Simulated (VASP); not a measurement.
# H4C10Cl in VASP: notebook

The runs below take H4C10Cl through single point, with PBE.

Program: VASP 6.6.1. These are calculated values, not measurements. Logs are shortened: lines on timing, memory, paths and dates and some standing lists are left out, and cuts for length are marked.

### 1 The cell of the first run

The cell holds a slab with vacuum, 30 atoms: a = 5.049 Å, b = 5.049 Å, c = 17.165 Å, α = 90.00°, β = 90.00°, γ = 90.00°.

### 2 Single point, PBE

The input, INCAR:

```
SYSTEM = H4C10Cl
PREC     = Accurate       ! precision mode
ENCUT    = 520            ! plane-wave cutoff, eV
EDIFF    = 1E-7           ! SCF threshold, eV
ISMEAR   = -1             ! smearing method
SIGMA    = 0.05           ! smearing width, eV
LREAL    = Auto         
LASPH    = .True.         ! aspherical terms in the spheres
NELM     = 80             ! most SCF steps
ALGO     = Normal         ! electronic algorithm
ISIF     = 2              ! what is computed and relaxed
LWAVE    = .False.        ! write WAVECAR
LCHARG   = .False.        ! write CHGCAR
GGA      = PE             ! functional
NBANDS   = 72             ! bands
```

The input, KPOINTS:

```
Automatic mesh
0
Gamma
  2 2 1
  0 0 0
```

The input, POSCAR:

```
H4C10Cl
1.0
    5.0487420000      0.0000000000      0.0000000000
    0.0000000000      5.0487420000      0.0000000000
    0.0000000000      0.0000000000     17.1647000000
H C Cl
8 20 2
Direct
    0.4277897346      0.0000000000      0.0582591015
    0.0722160095      0.0000000000      0.0582591015
    0.9277954786      0.0000000000      0.0582591015
    0.5722217535      0.0000000000      0.0582591015
    0.4277897346      0.5000057440      0.0582591015
    0.0722160095      0.5000057440      0.0582591015
    0.9277954786      0.5000057440      0.0582591015
    0.5722217535      0.5000057440      0.0582591015
    0.2500028720      0.0000000000      0.0952361533
    0.7500086160      0.0000000000      0.0952361533
    0.2500028720      0.5000057440      0.0952361533
    0.7500086160      0.5000057440      0.0952361533
    0.2500028720      0.2500028720      0.1472324014
    0.7500086160      0.2500028720      0.1472324014
    0.2500028720      0.7500086160      0.1472324014
    0.7500086160      0.7500086160      0.1472324014
   -0.0038227345      0.2550140213      0.1960010953
    0.4964008856      0.2476260423      0.1954884152
   -0.0038821552      0.7359853207      0.2033417421
    0.5154155233      0.7599714939      0.2142128904
   -0.0062391780      0.0183610095      0.2586121517
    0.4875670018      0.0240257870      0.2625679447
    0.0098242295      0.4810703340      0.2506306548
    0.5121077686      0.4992134674      0.2540446381
    0.2511516730      0.1259917817      0.2988109317
    0.7464235645      0.1078684552      0.3010247776
    0.2562024362      0.3894831623      0.2909051717
    0.7554753243      0.3941774010      0.2958047621
    0.0686903787     -0.0300470890      0.5543586547
    0.3919788335      0.1876705128      0.5455848340
```

Potentials or basis: VASP PAW PBE potentials, release 64 (H, C, Cl).

The run is started by

```console
$ cat potpaw_PBE.64/H/POTCAR potpaw_PBE.64/C/POTCAR potpaw_PBE.64/Cl/POTCAR > POTCAR
$ mpirun -np 1 vasp_std > vasp.out
```

OUTCAR:

```text
SYSTEM = H4C10Cl
   PREC = Accurate
   ENCUT = 520
   EDIFF = 1E-7
   ISMEAR = -1
   LREAL = Auto
   LASPH = .True.
   NELM = 80
   ISIF = 2
   GGA = PE

 ion  position               nearest neighbor table
   1  0.428  0.000  0.058-   4 0.73   9 1.10
   2  0.072  0.000  0.058-   3 0.73   9 1.10
   3  0.928  0.000  0.058-   2 0.73  10 1.10
   4  0.572  0.000  0.058-   1 0.73  10 1.10
   5  0.428  0.500  0.058-   8 0.73  11 1.10
   6  0.072  0.500  0.058-   7 0.73  11 1.10
   7  0.928  0.500  0.058-   6 0.73  12 1.10
   8  0.572  0.500  0.058-   5 0.73  12 1.10
   9  0.250  0.000  0.095-   2 1.10   1 1.10  15 1.55  13 1.55
  10  0.750  0.000  0.095-   4 1.10   3 1.10  16 1.55  14 1.55
  11  0.250  0.500  0.095-   6 1.10   5 1.10  13 1.55  15 1.55
  12  0.750  0.500  0.095-   8 1.10   7 1.10  14 1.55  16 1.55
  13  0.250  0.250  0.147-  18 1.49  17 1.53  11 1.55   9 1.55
  14  0.750  0.250  0.147-  17 1.50  18 1.53  12 1.55  10 1.55
[... 8 lines left out ...]
  23  0.010  0.481  0.251-  17 1.48  27 1.50  19 1.52  28 1.56
  24  0.512  0.499  0.254-  20 1.48  28 1.52  27 1.54  18 1.62
  25  0.251  0.126  0.299-  27 1.34  22 1.44  21 1.57
  26  0.746  0.108  0.301-  28 1.45  21 1.51  22 1.52
  27  0.256  0.389  0.291-  25 1.34  23 1.50  24 1.54
  28  0.755  0.394  0.296-  26 1.45  24 1.52  23 1.56
  29  0.069  0.970  0.554-  30 1.97
  30  0.392  0.188  0.546-  29 1.97

  LATTYP: Found a simple tetragonal cell.
 ALAT       =     5.0487420000
 C/A-ratio  =     3.3997974149

  Lattice vectors:

 A1 = (   5.0487420000,   0.0000000000,   0.0000000000)
 A2 = (   0.0000000000,   5.0487420000,   0.0000000000)
 A3 = (   0.0000000000,   0.0000000000,  17.1647000000)

Analysis of symmetry for initial positions (statically):
=====================================================================
 Subroutine PRICEL returns:
 Original cell was already a primitive cell.

 Routine SETGRP: Setting up the symmetry group for a
 simple tetragonal supercell.

 Subroutine GETGRP returns: Found  1 space group operations
 (whereof  1 operations were pure point group operations)
 out of a pool of 16 trial point group operations.

The static configuration has the point symmetry C_1 .

Analysis of symmetry for dynamics (positions and initial velocities):
=====================================================================
 Subroutine PRICEL returns:
 Original cell was already a primitive cell.

 Routine SETGRP: Setting up the symmetry group for a
 simple tetragonal supercell.

 Subroutine GETGRP returns: Found  1 space group operations
 (whereof  1 operations were pure point group operations)
 out of a pool of 16 trial point group operations.

The dynamic configuration has the point symmetry C_1 .

 Subroutine INISYM returns: Found  1 space group operations
 (whereof  1 operations are pure point group operations),
 and found     1 'primitive' translations

----------------------------------------------------------------------------------------

                                     Primitive cell

  volume of cell :     437.5247

  direct lattice vectors                    reciprocal lattice vectors
     5.048742000  0.000000000  0.000000000     0.198069143  0.000000000  0.000000000
     0.000000000  5.048742000  0.000000000     0.000000000  0.198069143  0.000000000
     0.000000000  0.000000000 17.164700000     0.000000000  0.000000000  0.058259102

  length of vectors
     5.048742000  5.048742000 17.164700000     0.198069143  0.198069143  0.058259102

  position of ions in fractional coordinates (direct lattice)
     0.427789735  0.000000000  0.058259101
     0.072216010  0.000000000  0.058259101
     0.927795479  0.000000000  0.058259101
     0.572221754  0.000000000  0.058259101
     0.427789735  0.500005744  0.058259101
     0.072216010  0.500005744  0.058259101
[... 22 lines left out ...]
     0.068690379  0.969952911  0.554358655
     0.391978833  0.187670513  0.545584834

  ion indices of the primitive-cell ions
   primitive index   ion index
                 1           1
                 2           2
                 3           3
                 4           4
                 5           5
                 6           6
[... 22 lines left out ...]
                29          29
                30          30

----------------------------------------------------------------------------------------

 KPOINTS: Automatic mesh

Automatic generation of k-mesh.
 Grid dimensions read from file:
 generate k-points for:    2    2    1

 Generating k-lattice:

  Cartesian coordinates                     Fractional coordinates (reciprocal lattice)
     0.099034571  0.000000000  0.000000000     0.500000000  0.000000000  0.000000000
     0.000000000  0.099034571  0.000000000     0.000000000  0.500000000  0.000000000
     0.000000000  0.000000000  0.058259102     0.000000000  0.000000000  1.000000000

  Length of vectors
     0.099034571  0.099034571  0.058259102

  Shift w.r.t. Gamma in fractional coordinates (k-lattice)
     0.000000000  0.000000000  0.000000000

 Subroutine IBZKPT returns following result:
 ===========================================

 Found      4 irreducible k-points:

 Following reciprocal coordinates:
            Coordinates               Weight
  0.000000  0.000000  0.000000      1.000000
  0.500000  0.000000  0.000000      1.000000
  0.000000  0.500000  0.000000      1.000000
  0.500000  0.500000  0.000000      1.000000
   k-points           NKPTS =      4   k-points in BZ     NKDIM =      4   number of bands    NBANDS=     72
   number of dos      NEDOS =    301   number of ions     NIONS =     30
   total plane-waves  NPLWV = 204800
   dimension x,y,z NGX =    40 NGY =   40 NGZ =  128
   dimension x,y,z NGXF=    80 NGYF=   80 NGZF=  256
   ions per type =               8  20   2
   NGX,Y,Z   is equivalent  to a cutoff of  13.17, 13.17, 12.40 a.u.
   NGXF,Y,Z  is equivalent  to a cutoff of  26.34, 26.34, 24.79 a.u.
 SYSTEM =  H4C10Cl
   PREC   = accura    normal or accurate (medium, high low for compatibility)
   ISTART =      0    job   : 0-new  1-cont  2-samecut
   ICHARG =      2    charge: 1-file 2-atom 10-const
   ISPIN  =      1    spin polarized calculation?
   LNONCOLLINEAR =      F non collinear calculations
   LSORBIT =      F    spin-orbit coupling
   LASPH  =      T    aspherical Exc in radial PAW
   ENCUT  =  520.0 eV  38.22 Ry    6.18 a.u.   9.39  9.39 31.91*2*pi/ulx,y,z
   NELM   =     80;   NELMIN=  2; NELMDL= -5     # of ELM steps
   EDIFF  = 0.1E-06   stopping-criterion for ELM
   LREAL  =      T    real-space projection
   EDIFFG = 0.1E-05   stopping-criterion for IOM
   NSW    =      0    number of steps for IOM
   IBRION =     -1    ionic relax: 0-MD 1-quasi-New 2-CG
   NFREE  =      0    steps in history (QN), initial steepest desc. (CG)
   ISIF   =      2    stress and relaxation
   ISYM   =      2    0-nonsym 1-usesym 2-fastsym
   POTIM  = 0.5000    time-step for ionic-motion
   TEBEG  =    0.0;   TEEND  =   0.0 temperature during run
   PSTRESS=    0.0 pullay stress
   NELECT =     102.0000    total number of electrons
   NUPDOWN=      -1.0000    fix difference up-down
   EMIN   =  10.00;   EMAX   =-10.00  energy-range for DOS
   EFERMI =   0.00;   METHOD = LEGACY
   ISMEAR =    -1;   SIGMA  =   0.05  broadening in eV -4-tet -1-fermi 0-gaus
   EFERMI_NEDOS =   21; number of points for ismear=-14 and -15
   IALGO  =     38    algorithm
   IMIX   =      4    mixing-type and parameters
     AMIX     =   0.40;   BMIX     =  1.00
     AMIX_MAG =   1.60;   BMIX_MAG =  1.00
  volume/ion in A,a.u.               =      14.58        98.42
  Fermi-wavevector in a.u.,A,eV,Ry     =   1.007567  1.904026 13.812522  1.015192
  Thomas-Fermi vector in A             =   2.140380
   LORBIT       =      0    0 simple, 1 ext, 2 COOP (PROOUT), +10 PAW based schemes
   GGA     = PE    functional components
   LHFCALC =     F    Hartree Fock is set to
   AEXX    =    0.0000 exact exchange contribution
   IVDW    =     0    specifies the selected vdW correction
   LEPSILON=     F    determine dielectric tensor
   LRPA    =     F    only Hartree local field effects (RPA)
 non-spin polarized calculation
  energy-cutoff  :      520.00
  volume of cell :      437.52
 maximum number of plane-waves:     11843
 NGX is ok and might be reduce to    40
   NGX = 19   NGY = 19   NGZ = 63

 number of electron     102.0000001 magnetization

 Free energy of the ion-electron system (eV)
  ---------------------------------------------------
  ext. energy  EPLUGINS =         0.00000000
  ---------------------------------------------------
  free energy    TOTEN  =      -191.45353280 eV

  energy without entropy =     -191.44368948  energy(sigma->0) =     -191.44861114

 E-fermi :   1.1439     XC(G=0):  -6.1185

 val. band max:        0.9919260636   @ k =   0.0000   0.5000   0.0000
 cond. band min:       1.2978255885   @ k =   0.5000   0.0000   0.0000
 fundamental gap:      0.3058995249
 Fermi energy:         1.1438933647

 k-point     1 :       0.0000    0.0000    0.0000
  band No.  band energies     occupation
      1     -20.4347      2.00000
      2     -18.3464      2.00000
      3     -18.1588      2.00000
      4     -16.2615      2.00000
      5     -15.9618      2.00000
      6     -15.7136      2.00000
[... 55 lines left out ...]
     62       5.6033      0.00000
     63       5.7842      0.00000

 k-point     2 :       0.5000    0.0000    0.0000
  band No.  band energies     occupation
      1     -19.3948      2.00000
      2     -19.2067      2.00000
      3     -18.1212      2.00000
      4     -17.2755      2.00000
      5     -17.1336      2.00000
      6     -14.7754      2.00000
[... 55 lines left out ...]
     62       6.5362      0.00000
     63       6.6055      0.00000

 k-point     3 :       0.0000    0.5000    0.0000
  band No.  band energies     occupation
      1     -19.9819      2.00000
      2     -18.3754      2.00000
      3     -18.1484      2.00000
      4     -17.6232      2.00000
      5     -16.1495      2.00000
      6     -15.7200      2.00000
[... 55 lines left out ...]
     62       6.2912      0.00000
     63       6.5680      0.00000

 k-point     4 :       0.5000    0.5000    0.0000
  band No.  band energies     occupation
      1     -19.0151      2.00000
      2     -18.6841      2.00000
      3     -18.1116      2.00000
      4     -17.3677      2.00000
      5     -17.1001      2.00000
      6     -16.5664      2.00000
[... 55 lines left out ...]
     62       6.0570      0.00000
     63       6.2357      0.00000
 [bands above 63 left out]

------------------------ aborting loop because EDIFF is reached ----------------------------------------

  FORCE on cell =-STRESS in cart. coord.  units (eV):
  Direction    XX          YY          ZZ          XY          YZ          ZX
  --------------------------------------------------------------------------------------
  -------------------------------------------------------------------------------------
  Total       81.8515852     -4.6369689    -10.3324491     -2.5580935      1.1320411     -0.5467995
  in kB      299.7333749    -16.9801764    -37.8365287     -9.3675154      4.1454361     -2.0023323
  external PRESSURE =      81.6388900 kB  Pullay stress =       0.0000000 kB

 VOLUME and BASIS-vectors are now :
 -----------------------------------------------------------------------------
  energy-cutoff  :      520.00
  volume of cell :      437.52
      direct lattice vectors                 reciprocal lattice vectors
     5.048742000  0.000000000  0.000000000     0.198069143  0.000000000  0.000000000
     0.000000000  5.048742000  0.000000000     0.000000000  0.198069143  0.000000000
     0.000000000  0.000000000 17.164700000     0.000000000  0.000000000  0.058259102

 POSITION                                       TOTAL-FORCE (eV/Angst)
 -----------------------------------------------------------------------------------
      2.15980      0.00000      1.00000        -8.902491     -0.033536      0.034939
      0.36460      0.00000      1.00000         8.852052     -0.080222     -0.005572
      4.68420      0.00000      1.00000        -8.863947     -0.090142     -0.001643
      2.88900      0.00000      1.00000         8.873518     -0.050382      0.070648
      2.15980      2.52440      1.00000        -8.904081      0.013873     -0.025292
      0.36460      2.52440      1.00000         8.852653      0.091189      0.039379
[... 22 lines left out ...]
      0.34680      4.89704      9.51540        -0.491267     -0.346672      0.051991
      1.97900      0.94750      9.36480         0.492159      0.344623     -0.045484
 -----------------------------------------------------------------------------------
    total drift:                                0.005656     -0.003514     -0.019187

  FREE ENERGIE OF THE ION-ELECTRON SYSTEM (eV)
  ---------------------------------------------------
  free  energy   TOTEN  =      -191.4535327972 eV

  energy  without entropy=     -191.4436894765  energy(sigma->0) =     -191.44861114
```

Wall time 6.8 min (1 thread of Intel Xeon Platinum 8259CL at 2.50GHz (Skylake/Cascade Lake), shared host); peak memory 0.48 GiB.

Results:

```
Free energy            : -191.4535 eV
Largest force          : 8.904 eV/Å
Band gap on the k mesh : 0.31 eV (least direct gap 0.48 eV)
```

Forces in eV/Å, atoms in the order of the input:
```
H   -8.902 -0.034  0.035
H    8.852 -0.080 -0.006
H   -8.864 -0.090 -0.002
H    8.874 -0.050  0.071
H   -8.904  0.014 -0.025
H    8.853  0.091  0.039
H   -8.826  0.136  0.094
H    8.887  0.008 -0.021
C    0.025 -0.267  1.437
C    0.155 -0.189  1.354
C    0.533  0.257  1.334
C   -0.683  0.171  1.308
C   -0.527 -0.298 -2.714
C   -0.562 -0.335 -2.611
C   -0.102  0.161  1.513
C    0.404  0.394  1.825
C    0.477 -2.510 -1.127
C    1.261  0.660 -0.126
C    1.505  2.723  0.393
C   -2.342 -0.051 -3.075
C    0.634  0.024 -1.021
C    3.456 -0.620 -2.177
C   -1.800  0.309  2.046
C   -0.899 -2.735  1.896
C   -2.065 -1.890  0.006
C    0.219  2.789 -0.873
C    0.101  2.756  0.685
C    0.240 -1.342 -0.266
Cl  -0.491 -0.347  0.052
Cl   0.492  0.345 -0.045
```

Levels at points of the mesh, in eV from the valence-band top:
```tsv
k point	band 49	band 50	band 51	band 52	band 53	band 54
(0.00, 0.00, 0.00)	-0.86	-0.77	-0.20	0.66	0.74	1.81
(0.50, 0.00, 0.00)	-2.37	-1.29	-1.04	0.31	1.21	1.80
(0.00, 0.50, 0.00)	-0.68	-0.52	0.00	0.48	0.65	1.40
(0.50, 0.50, 0.00)	-2.37	-1.04	-0.72	0.50	1.06	1.67
```

Caveat: the k points lie up to 0.62 Å⁻¹ apart.

### 3 Single point, PBE

The input, INCAR:

```
SYSTEM = H4C10Cl
PREC = Accurate
ENCUT = 520
EDIFF = 1E-6
ISMEAR = -1
SIGMA = 0.05
LREAL = Auto
LASPH = .True.
NELM = 60
ALGO = Normal
ISIF = 2
LWAVE = .False.
LCHARG = .False.
GGA = PE
NBANDS = 72
```

The input, KPOINTS:

```
regular mesh
0
Gamma
  2 2 1
  0 0 0
```

The input, POSCAR:

```
H4C10Cl
1.0
    5.0487420000      0.0000000000      0.0000000000
    0.0000000000      5.0487420000      0.0000000000
    0.0000000000      0.0000000000     17.1647000000
H C Cl
8 20 2
Direct
    0.4277897346      0.0000000000      0.0582591015
    0.0722160095      0.0000000000      0.0582591015
    0.9277954786      0.0000000000      0.0582591015
    0.5722217535      0.0000000000      0.0582591015
    0.4277897346      0.5000057440      0.0582591015
    0.0722160095      0.5000057440      0.0582591015
    0.9277954786      0.5000057440      0.0582591015
    0.5722217535      0.5000057440      0.0582591015
    0.2500028720      0.0000000000      0.0952361533
    0.7500086160      0.0000000000      0.0952361533
    0.2500028720      0.5000057440      0.0952361533
    0.7500086160      0.5000057440      0.0952361533
    0.2500028720      0.2500028720      0.1472324014
    0.7500086160      0.2500028720      0.1472324014
    0.2500028720      0.7500086160      0.1472324014
    0.7500086160      0.7500086160      0.1472324014
   -0.0117851140      0.2658285965      0.1934202171
    0.5001245855      0.2500028720      0.1954651115
    0.0023966366      0.7574956296      0.2091268708
    0.4890525204      0.7292311629      0.1997355037
    0.0002772968      0.0107155406      0.2555652007
    0.5140884601      0.0196880728      0.2529027597
   -0.0066749301      0.4835065844      0.2594103014
    0.4903993906      0.4793669393      0.2591248318
    0.2588367558      0.1139293709      0.2974010615
    0.7660324097      0.1023027122      0.2935035276
    0.2354249831      0.3705279454      0.3023356074
    0.7394713376      0.4000996684      0.2970223773
    0.0459916550     -0.0587869216      0.5659289122
    0.3870271050      0.1293589571      0.5460101254
```

Potentials or basis: VASP PAW PBE potentials, release 64 (H, C, Cl).

The run is started by

```console
$ cat potpaw_PBE.64/H/POTCAR potpaw_PBE.64/C/POTCAR potpaw_PBE.64/Cl/POTCAR > POTCAR
$ mpirun -np 1 vasp_std > vasp.out
```

It took 5.9 min on 1 thread of Intel Xeon Platinum 8259CL at 2.50GHz (Skylake/Cascade Lake), shared host; peak memory 0.48 GiB.

Results (log left out):

```
Free energy            : -191.0481 eV
Largest force          : 8.960 eV/Å
Band gap on the k mesh : 0.31 eV (least direct gap 0.63 eV)
```

Forces on the atoms (eV/Å):
```
H   -8.931 -0.037  0.048
H    8.960 -0.084  0.049
H   -8.886 -0.078  0.078
H    8.906 -0.008  0.075
H   -8.879  0.176  0.013
H    8.927 -0.046 -0.005
H   -8.909 -0.050 -0.022
H    8.857  0.130  0.045
C   -0.085 -0.061  1.235
C    0.031 -0.255  1.331
C   -0.275  0.067  0.785
C    0.430  0.321  0.717
C   -0.702  0.586 -2.765
C   -1.250  0.831 -3.356
C   -0.724 -0.497  0.865
C   -0.368 -0.902  1.158
C    3.275 -2.129  1.557
C   -0.660  0.000  0.294
C   -0.470 -1.638 -1.029
C    2.045  3.325  3.304
C    2.124  1.448 -0.074
C   -1.735 -1.336  0.731
C   -0.123  0.331 -0.956
C   -0.245 -0.264 -1.931
C   -0.973 -4.133 -1.525
C   -3.543  2.966  0.746
C    1.549  4.532 -1.733
C    1.651 -3.194  0.359
Cl  -0.136 -0.101  0.043
Cl   0.140  0.100 -0.039
```

Levels at points of the mesh, in eV from the valence-band top:
```
           k point  band 49  band 50  band 51  band 52  band 53  band 54
(0.00, 0.00, 0.00)    -0.67    -0.50    -0.15     0.76     0.92     1.93
(0.50, 0.00, 0.00)    -1.82    -1.35    -0.60     0.31     1.52     1.77
(0.00, 0.50, 0.00)    -0.43    -0.24     0.00     0.63     0.79     1.49
(0.50, 0.50, 0.00)    -2.26    -1.11    -0.19     0.44     1.30     1.65
```

Caveat: the k points lie up to 0.62 Å⁻¹ apart.

[end of part 1 of 2]
